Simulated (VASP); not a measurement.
Wanted: the native input for a VASP 6.6.1 run.

```
Task                   : single point
Functional             : PBE
Potentials or basis    : VASP PAW PBE potentials, release 64 (Ga_d, P, Lu)
Cutoff                 : 520 eV
k mesh                 : 6 × 6 × 4
Occupations            : fermi-dirac, width 0.02 eV
Spin                   : no spin polarisation
Dipole correction      : no
Further INCAR settings : ALGO = Normal; EDIFF = 1e-07; NBANDS = 32
```

The structure of LuGaP2 lies in POSCAR:

```
LuGaP2
1.0
    3.7866323598      0.0000000000      0.0000000000
    0.0000000000      3.7866323598      0.0000000000
    0.0000000000      0.0000000000      5.5699927975
Ga P Lu
1 2 1
Direct
    0.0000000000      0.0000000000      0.0000000000
    0.0000000000      0.0000000000      0.5000000000
    0.5000000000      0.5000000000      0.0000000000
    0.5000000000      0.5000000000      0.5000000000
```

The input as run:

INCAR

```
SYSTEM = LuGaP2
PREC     = Accurate       ! precision mode
ENCUT    = 520            ! plane-wave cutoff, eV
EDIFF    = 1E-7           ! SCF threshold, eV
ISMEAR   = -1             ! smearing method
SIGMA    = 0.02           ! smearing width, eV
LREAL    = .False.        ! projectors in reciprocal space
LASPH    = .True.         ! aspherical terms in the spheres
NELM     = 100            ! most SCF steps
ALGO     = Normal         ! electronic algorithm
ISIF     = 2              ! what is computed and relaxed
LWAVE    = .False.        ! write WAVECAR
LCHARG   = .False.        ! write CHGCAR
GGA      = PE             ! functional
NBANDS   = 32             ! bands
```

KPOINTS

```
Automatic mesh
0
Gamma
  6 6 4
  0 0 0
```

Potentials or basis: VASP PAW PBE potentials, release 64 (Ga_d, P, Lu).

Launch:

```sh
$ cat potpaw_PBE.64/Ga_d/POTCAR potpaw_PBE.64/P/POTCAR potpaw_PBE.64/Lu/POTCAR > POTCAR
$ mpirun -np 1 vasp_std > vasp.out
```

Results of the run:

The pressure is 0.2 GPa. The band gap on the k mesh is zero (band 24 reaches 5.25 eV, above the bottom of band 25 at 3.73 eV).

Caveat: spin-orbit coupling is left out, which moves the levels of the heavy elements.

Wall time 51 s on 1 thread of Intel(R) Xeon(R) Platinum 8488C (Sapphire Rapids), on a shared host, peak memory 0.23 GiB.
